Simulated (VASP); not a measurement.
# Fe (Immm) in VASP: notebook

The runs below take Fe through single point, with PBE.

Program: VASP 6.6.1. These are calculated values, not measurements. Logs are shortened: lines on timing, memory, paths and dates and some standing lists are left out, and cuts for length are marked.

**1. The cell of the first run**

It takes space group Immm (No. 71, orthorhombic). The conventional cell has a = 2.832 Å, b = 3.030 Å, c = 3.143 Å, α = 90.00°, β = 90.00°, γ = 90.00°. Within 3.4 Å of Fe (site symmetry mmm) lie 14 Fe at 2.60 to 3.14 Å.

**2. Single point, PBE, collinear spin, ferromagnetic start (normal strain along x +0.1100, normal strain along z +0.0700)**

The input, INCAR:

```
PREC = Accurate
ENCUT = 520
EDIFF = 1E-7
ISMEAR = 0
SIGMA = 0.15
LREAL = F
LASPH = T
NELM = 150
ALGO = Normal
ISIF = 2
LWAVE = F
LCHARG = F
ISPIN = 2
MAGMOM = 2.44
LORBIT = 11
LMAXMIX = 4
GGA = PE
NBANDS = 14
```

The input, KPOINTS:

```
Automatic mesh
0
Gamma
  10 10 10
```

The input, POSCAR:

```
Fe
1.0
   -1.5715103435      1.4157750842      1.5148793401
    1.5715103435     -1.4157750842      1.5148793401
    1.5715103435      1.4157750842     -1.5148793401
Fe
1
Direct
    0.0000000000      0.0000000000      0.0000000000
```

Potentials or basis: VASP PAW PBE potentials, release 64 (Fe).

On the command line:

```bash
> cat potpaw_PBE.64/Fe/POTCAR > POTCAR
> mpirun -np 1 vasp_std > vasp.out
```

OUTCAR:

```text
PREC = Accurate
   ENCUT = 520
   EDIFF = 1E-7
   ISMEAR = 0
   LREAL = F
   LASPH = T
   NELM = 150
   ISIF = 2
   ISPIN = 2
   LORBIT = 11
   GGA = PE

 ion  position               nearest neighbor table
   1  0.000  0.000  0.000-

  LATTYP: Found a body centered orthorhombic cell.
 ALAT       =     2.8315501684
 B/A-ratio  =     1.0700000000
 C/A-ratio  =     1.1100000000

  Lattice vectors:

 A1 = (  -1.5715103435,  -1.4157750842,  -1.5148793401)
 A2 = (  -1.5715103435,   1.4157750842,   1.5148793401)
 A3 = (   1.5715103435,   1.4157750842,  -1.5148793401)

Analysis of symmetry for initial positions (statically):
=====================================================================
 Subroutine PRICEL returns:
 Original cell was already a primitive cell.

 Routine SETGRP: Setting up the symmetry group for a
 body centered orthorhombic supercell.

 Subroutine GETGRP returns: Found  8 space group operations
 (whereof  8 operations were pure point group operations)
 out of a pool of  8 trial point group operations.

The static configuration has the point symmetry D_2h.

Analysis of symmetry for dynamics (positions and initial velocities):
=====================================================================
 Subroutine PRICEL returns:
 Original cell was already a primitive cell.

 Routine SETGRP: Setting up the symmetry group for a
 body centered orthorhombic supercell.

 Subroutine GETGRP returns: Found  8 space group operations
 (whereof  8 operations were pure point group operations)
 out of a pool of  8 trial point group operations.

The dynamic configuration has the point symmetry D_2h.

Analysis of structural, dynamic, and magnetic symmetry:
=====================================================================
 Subroutine PRICEL returns:
 Original cell was already a primitive cell.

 Routine SETGRP: Setting up the symmetry group for a
 body centered orthorhombic supercell.

 Subroutine GETGRP returns: Found  8 space group operations
 (whereof  8 operations were pure point group operations)
 out of a pool of  8 trial point group operations.

The overall configuration has the point symmetry D_2h.

 Subroutine INISYM returns: Found  8 space group operations
 (whereof  8 operations are pure point group operations),
 and found     1 'primitive' translations

----------------------------------------------------------------------------------------

                                     Primitive cell

  volume of cell :      13.4819

  direct lattice vectors                    reciprocal lattice vectors
    -1.571510343  1.415775084  1.514879340     0.000000000  0.353163441  0.330059290
     1.571510343 -1.415775084  1.514879340     0.318165262  0.000000000  0.330059290
     1.571510343  1.415775084 -1.514879340     0.318165262  0.353163441  0.000000000

  length of vectors
     2.601715446  2.601715446  2.601715446     0.483387578  0.458441129  0.475345716

  position of ions in fractional coordinates (direct lattice)
     0.000000000  0.000000000  0.000000000

  ion indices of the primitive-cell ions
   primitive index   ion index
                 1           1

----------------------------------------------------------------------------------------

 KPOINTS: Automatic mesh

Automatic generation of k-mesh.
 Grid dimensions read from file:
 generate k-points for:   10   10   10

 Generating k-lattice:

  Cartesian coordinates                     Fractional coordinates (reciprocal lattice)
     0.000000000  0.035316344  0.033005929     0.100000000  0.000000000 -0.000000000
     0.031816526  0.000000000  0.033005929     0.000000000  0.100000000 -0.000000000
     0.031816526  0.035316344  0.000000000    -0.000000000  0.000000000  0.100000000

  Length of vectors
     0.048338758  0.045844113  0.047534572

  Shift w.r.t. Gamma in fractional coordinates (k-lattice)
     0.000000000  0.000000000  0.000000000

 Subroutine IBZKPT returns following result:
 ===========================================

 Found    171 irreducible k-points:

 Following reciprocal coordinates:
            Coordinates               Weight
  0.000000  0.000000  0.000000      1.000000
  0.100000 -0.000000  0.000000      4.000000
  0.200000 -0.000000  0.000000      4.000000
  0.300000  0.000000 -0.000000      4.000000
  0.400000  0.000000 -0.000000      4.000000
  0.500000 -0.000000  0.000000      2.000000
[... 16 lines left out ...]
 -0.400000  0.200000  0.000000      8.000000
 -0.300000  0.200000  0.000000      8.000000
 [... further k-points ...]
   k-points           NKPTS =    171   k-points in BZ     NKDIM =    171   number of bands    NBANDS=     14
   number of dos      NEDOS =    301   number of ions     NIONS =      1
   total plane-waves  NPLWV =   8000
   dimension x,y,z NGX =    20 NGY =   20 NGZ =   20
   dimension x,y,z NGXF=    40 NGYF=   40 NGZF=   40
   ions per type =               1
   NGX,Y,Z   is equivalent  to a cutoff of  12.78, 12.78, 12.78 a.u.
   NGXF,Y,Z  is equivalent  to a cutoff of  25.56, 25.56, 25.56 a.u.
 SYSTEM =  unknown system
   PREC   = accura    normal or accurate (medium, high low for compatibility)
   ISTART =      0    job   : 0-new  1-cont  2-samecut
   ICHARG =      2    charge: 1-file 2-atom 10-const
   ISPIN  =      2    spin polarized calculation?
   LNONCOLLINEAR =      F non collinear calculations
   LSORBIT =      F    spin-orbit coupling
   LASPH  =      T    aspherical Exc in radial PAW
   ENCUT  =  520.0 eV  38.22 Ry    6.18 a.u.   4.84  4.84  4.84*2*pi/ulx,y,z
   NELM   =    150;   NELMIN=  2; NELMDL= -5     # of ELM steps
   EDIFF  = 0.1E-06   stopping-criterion for ELM
   LREAL  =      F    real-space projection
   EDIFFG = 0.1E-05   stopping-criterion for IOM
   NSW    =      0    number of steps for IOM
   IBRION =     -1    ionic relax: 0-MD 1-quasi-New 2-CG
   NFREE  =      0    steps in history (QN), initial steepest desc. (CG)
   ISIF   =      2    stress and relaxation
   ISYM   =      2    0-nonsym 1-usesym 2-fastsym
   POTIM  = 0.5000    time-step for ionic-motion
   TEBEG  =    0.0;   TEEND  =   0.0 temperature during run
   PSTRESS=    0.0 pullay stress
   NELECT =       8.0000    total number of electrons
   NUPDOWN=      -1.0000    fix difference up-down
   EMIN   =  10.00;   EMAX   =-10.00  energy-range for DOS
   EFERMI =   0.00;   METHOD = LEGACY
   ISMEAR =     0;   SIGMA  =   0.15  broadening in eV -4-tet -1-fermi 0-gaus
   EFERMI_NEDOS =   21; number of points for ismear=-14 and -15
   IALGO  =     38    algorithm
   IMIX   =      4    mixing-type and parameters
     AMIX     =   0.40;   BMIX     =  1.00
     AMIX_MAG =   1.60;   BMIX_MAG =  1.00
  volume/ion in A,a.u.               =      13.48        90.98
  Fermi-wavevector in a.u.,A,eV,Ry     =   1.375693  2.599684 25.749465  1.892532
  Thomas-Fermi vector in A             =   2.501006
   LORBIT       =     11    0 simple, 1 ext, 2 COOP (PROOUT), +10 PAW based schemes
   GGA     = PE    functional components
   LHFCALC =     F    Hartree Fock is set to
   AEXX    =    0.0000 exact exchange contribution
   IVDW    =     0    specifies the selected vdW correction
   LEPSILON=     F    determine dielectric tensor
   LRPA    =     F    only Hartree local field effects (RPA)
 spin polarized calculation
 Gauss-broadening in eV      SIGMA  =   0.15
  energy-cutoff  :      520.00
  volume of cell :       13.48
 maximum number of plane-waves:       376
   NGX =  9   NGY =  9   NGZ =  9

 number of electron       8.0000001 magnetization       2.6652883

 Free energy of the ion-electron system (eV)
  ---------------------------------------------------
  ext. energy  EPLUGINS =         0.00000000
  ---------------------------------------------------
  free energy    TOTEN  =        -8.08788963 eV

  energy without entropy =       -8.07606597  energy(sigma->0) =       -8.08197780

 E-fermi :   4.3567     XC(G=0): -12.1644

 val. band max:        4.3555069534   @ k =   0.2000  -0.2000   0.1000
 cond. band min:       4.3611807875   @ k =  -0.4000   0.4000   0.2000
 fundamental gap:      0.0056738340
 Fermi energy:         4.3567248666

 spin component 1

 k-point     1 :       0.0000    0.0000    0.0000
  band No.  band energies     occupation
      1      -3.2621      1.00000
      2       1.8855      1.00000
      3       2.1346      1.00000
      4       2.2494      1.00000
      5       2.8147      1.00000
      6       3.2069      1.00000
      7      26.5431      0.00000
      8      27.0097      0.00000
      9      28.8543      0.00000
     10      30.9515      0.00000
     11      31.3769      0.00000
     12      31.6094      0.00000
     13      32.5372      0.00000
     14      32.7648      0.00000
[... 375 lines left out ...]
 k-point    24 :      -0.3000    0.2000    0.0000
  band No.  band energies     occupation
      1      -0.9181      1.00000
      2       1.6347      1.00000
      3       1.8403      1.00000
      4       2.8756      1.00000
      5       3.1943      1.00000
      6       3.2347      1.00000
      7      18.4027      0.00000
      8      21.7013      0.00000
      9      23.5067      0.00000
     10      27.2627      0.00000
     11      29.5071      0.00000
     12      30.9158      0.00000
     13      35.6822      0.00000
     14      38.7057      0.00000

 [... further k-points ...]

 spin component 2

 k-point     1 :       0.0000    0.0000    0.0000
  band No.  band energies     occupation
      1      -3.0858      1.00000
      2       4.1769      0.95503
      3       4.6382      0.00398
      4       4.8312      0.00000
      5       5.7217      0.00000
      6       6.3912      0.00000
      7      26.2486      0.00000
      8      26.8005      0.00000
      9      28.5817      0.00000
     10      31.1961      0.00000
     11      32.1261      0.00000
     12      32.4506      0.00000
     13      32.6772      0.00000
     14      33.8503      0.00000
[... 375 lines left out ...]
 k-point    24 :      -0.3000    0.2000    0.0000
  band No.  band energies     occupation
      1      -0.6220      1.00000
      2       3.8887      0.99999
      3       4.1214      0.98675
      4       5.7186      0.00000
      5       5.8758      0.00000
      6       6.2353      0.00000
      7      19.0919      0.00000
      8      22.0971      0.00000
      9      24.2730      0.00000
     10      27.3447      0.00000
     11      30.0717      0.00000
     12      31.4305      0.00000
     13      36.2090      0.00000
     14      38.9188      0.00000

 [... further k-points ...]
[... 5 lines left out ...]
  --------------------------------------------------------------------------------------
  -------------------------------------------------------------------------------------
  Total       -1.5386475     -1.2685688     -1.4419597      0.0000000      0.0000000      0.0000000
  in kB     -182.8521963   -150.7561642   -171.3618592      0.0000000      0.0000000      0.0000000
  external PRESSURE =    -168.3234066 kB  Pullay stress =       0.0000000 kB

 VOLUME and BASIS-vectors are now :
 -----------------------------------------------------------------------------
  energy-cutoff  :      520.00
  volume of cell :       13.48
      direct lattice vectors                 reciprocal lattice vectors
    -1.571510343  1.415775084  1.514879340     0.000000000  0.353163441  0.330059290
     1.571510343 -1.415775084  1.514879340     0.318165262  0.000000000  0.330059290
     1.571510343  1.415775084 -1.514879340     0.318165262  0.353163441  0.000000000

 POSITION                                       TOTAL-FORCE (eV/Angst)
 -----------------------------------------------------------------------------------
      0.00000      0.00000      0.00000         0.000000     -0.000000      0.000000
 -----------------------------------------------------------------------------------
    total drift:                                0.000000     -0.000000      0.000000

  FREE ENERGIE OF THE ION-ELECTRON SYSTEM (eV)
  ---------------------------------------------------
  free  energy   TOTEN  =        -8.0878896350 eV

  energy  without entropy=       -8.0760659731  energy(sigma->0) =       -8.08197780

 total charge

# of ion       s       p       d       tot
------------------------------------------
    1        0.427   0.410   6.132   6.968

 magnetization (x)

# of ion       s       p       d       tot
------------------------------------------
    1       -0.013  -0.050   2.753   2.690
```

Run time: 41 s. Hardware: 1 thread of Intel Xeon Platinum 8488C (Sapphire Rapids), shared host; peak memory 0.17 GiB.

What came out:

| Property | Result |
| --- | --- |
| Free energy | -8.0879 eV |
| Pressure | -16.8 GPa |
| Net moment | 2.67 μB per cell |
| Site moments | Fe +2.69 μB |
| Valence electrons inside the program's atomic spheres | Fe 6.97 |

Caveat: the cell differs from its parent crystal (normal strain along x +0.1100, normal strain along z +0.0700).

**3. Single point, PBE, collinear spin, ferromagnetic start (normal strain along x -0.0733, normal strain along z +0.0467)**

The input, INCAR:

```
ALGO     = Normal         # electronic algorithm
EDIFF    = 1E-7           # SCF threshold, eV
ENCUT    = 520            # plane-wave cutoff, eV
GGA      = PE             # functional
ISIF     = 2              # what is computed and relaxed
ISMEAR   = 0              # smearing method
ISPIN    = 2              # spin polarisation
LASPH    = T              # aspherical terms in the spheres
LCHARG   = F              # write CHGCAR
LMAXMIX  = 4              # l up to which the mixer works
LORBIT   = 11             # projections on sites
LREAL    = F              # projectors in reciprocal space
LWAVE    = F              # write WAVECAR
MAGMOM   = 2.44           # initial moments
NBANDS   = 14             # bands
NELM     = 150            # most SCF steps
PREC     = Accurate       # precision mode
SIGMA    = 0.15           # smearing width, eV
```

The input, KPOINTS:

```
k-points
0
Gamma
  10 10 10
```

The input, POSCAR:

```
Fe
1.0
   -1.3119987705      1.4157750842      1.4818917806
    1.3119987705     -1.4157750842      1.4818917806
    1.3119987705      1.4157750842     -1.4818917806
Fe
1
Direct
    0.0000000000      0.0000000000      0.0000000000
```

Potentials or basis: VASP PAW PBE potentials, release 64 (Fe).

On the command line:

```bash
> cat potpaw_PBE.64/Fe/POTCAR > POTCAR
> mpirun -np 1 vasp_std > vasp.out
```

Wall time 58 s (1 thread of AMD EPYC 7R43 (Zen 3), shared host); peak memory 0.12 GiB.

Results (log left out):

- Free energy: -8.2031 eV
- Pressure: 7.6 GPa
- Net moment: 2.16 μB per cell
- Site moments: Fe +2.15 μB
- Valence electrons inside the program's atomic spheres: Fe 7.34

Stress tensor (GPa, compression positive):
```
19.62  0.00  0.00
 0.00  2.82  0.00
 0.00  0.00  0.23
```

Levels at points of the mesh, in eV from the Fermi level:
Spin up:
```csv
k point,band 2,band 3,band 4,band 5,band 6,band 7,band 8,band 9
"(0.00, 0.00, 0.00)",-2.77,-2.27,-2.08,-1.52,-0.93,23.98,24.74,27.00
"(0.50, 0.00, 0.00)",-3.03,-1.57,-1.10,-0.10,0.30,6.90,20.13,22.98
"(0.00, 0.50, 0.00)",-3.62,-1.39,-0.52,0.35,0.60,7.77,18.41,20.37
"(0.50, 0.50, 0.00)",-3.92,-1.02,-0.49,0.43,0.97,8.23,17.47,18.96
"(0.50, 0.50, 0.50)",-4.97,-0.01,0.11,0.25,7.99,9.68,12.87,14.65
```
Spin down:
| k point | band 1 | band 2 | band 3 | band 4 | band 5 | band 6 | band 7 |
| --- | --- | --- | --- | --- | --- | --- | --- |
| (0.00, 0.00, 0.00) | -8.50 | -1.03 | -0.38 | -0.07 | 1.03 | 1.93 | 23.77 |
| (0.50, 0.00, 0.00) | -3.93 | -1.24 | 0.01 | 0.80 | 1.69 | 2.52 | 8.28 |
| (0.00, 0.50, 0.00) | -3.88 | -1.95 | 0.73 | 1.25 | 2.13 | 2.51 | 9.12 |
| (0.50, 0.50, 0.00) | -3.86 | -2.34 | 1.13 | 1.68 | 2.17 | 2.56 | 9.58 |
| (0.50, 0.50, 0.50) | -3.43 | -3.18 | 2.23 | 2.25 | 2.31 | 8.27 | 9.97 |

Caveat: the cell differs from its parent crystal (normal strain along x -0.0733, normal strain along z +0.0467).

**4. Single point, PBE, collinear spin, ferromagnetic start (normal strain along x +0.0367, normal strain along z -0.0467)**

The input, INCAR:

```
  PREC = Accurate
  ENCUT = 520
  EDIFF = 1E-6
  ISMEAR = 0
  SIGMA = 0.15
  LREAL = F
  LASPH = T
  NELM = 150
  ALGO = Normal
  ISIF = 2
  LWAVE = F
  LCHARG = F
  ISPIN = 2
  MAGMOM = 2.44
  LORBIT = 11
  LMAXMIX = 4
  GGA = PE
  NBANDS = 14
```

The input, KPOINTS:

```
regular mesh
0
Gamma
  10 10 10
```

The input, POSCAR:

```
Fe
1.0
   -1.4677340298      1.4157750842      1.3496583878
    1.4677340298     -1.4157750842      1.3496583878
    1.4677340298      1.4157750842     -1.3496583878
Fe
1
Direct
    0.0000000000      0.0000000000      0.0000000000
```

On the command line:

```bash
> cat potpaw_PBE.64/Fe/POTCAR > POTCAR
> mpirun -np 1 vasp_std > vasp.out
```

Run time: 60 s. Hardware: 1 thread of AMD EPYC 7R43 (Zen 3), shared host; peak memory 0.11 GiB.

Results (log left out):

```
Free energy                                           : -8.2330 eV
Pressure                                              : 2.5 GPa
Net moment                                            : 2.16 μB per cell
Site moments                                          : Fe +2.15 μB
Valence electrons inside the program's atomic spheres : Fe 7.30
```

Stress tensor (GPa, compression positive):
```
-2.80  0.00  0.00
 0.00  0.09  0.00
 0.00  0.00 10.13
```

Levels at points of the mesh, in eV from the Fermi level:
Spin up:
```
           k point  band 1  band 2  band 3  band 4  band 5  band 6  band 7  band 8  band 9  band 10
(0.00, 0.00, 0.00)   -8.54   -2.58   -2.28   -2.12   -1.35   -0.97   24.22   24.89   26.21    29.78
(0.50, 0.00, 0.00)   -5.04   -3.72   -0.98   -0.64    0.42    0.84    7.89   17.63   19.17    22.83
(0.00, 0.50, 0.00)   -5.01   -3.48   -1.27   -0.66    0.36    0.55    7.52   18.39   20.29    23.60
(0.50, 0.50, 0.00)   -5.00   -3.12   -1.37   -1.02    0.13    0.33    6.99   19.46   21.89    24.70
(0.50, 0.50, 0.50)   -5.04   -4.86    0.03    0.11    0.20    8.49    9.84   11.79   14.89    16.37
```
Spin down:
| k point | band 1 | band 2 | band 3 | band 4 | band 5 | band 6 |
| --- | --- | --- | --- | --- | --- | --- |
| (0.00, 0.00, 0.00) | -8.38 | -0.80 | -0.40 | -0.15 | 1.27 | 1.86 |
| (0.50, 0.00, 0.00) | -3.74 | -2.11 | 0.97 | 1.69 | 2.06 | 2.57 |
| (0.00, 0.50, 0.00) | -3.75 | -1.80 | 0.66 | 1.35 | 2.02 | 2.54 |
| (0.50, 0.50, 0.00) | -3.78 | -1.37 | 0.22 | 1.06 | 1.77 | 2.53 |
| (0.50, 0.50, 0.50) | -3.24 | -3.07 | 2.24 | 2.26 | 2.29 | 8.74 |

Caveat: the cell differs from its parent crystal (normal strain along x +0.0367, normal strain along z -0.0467).

(Part 1 of 2 ends here.)
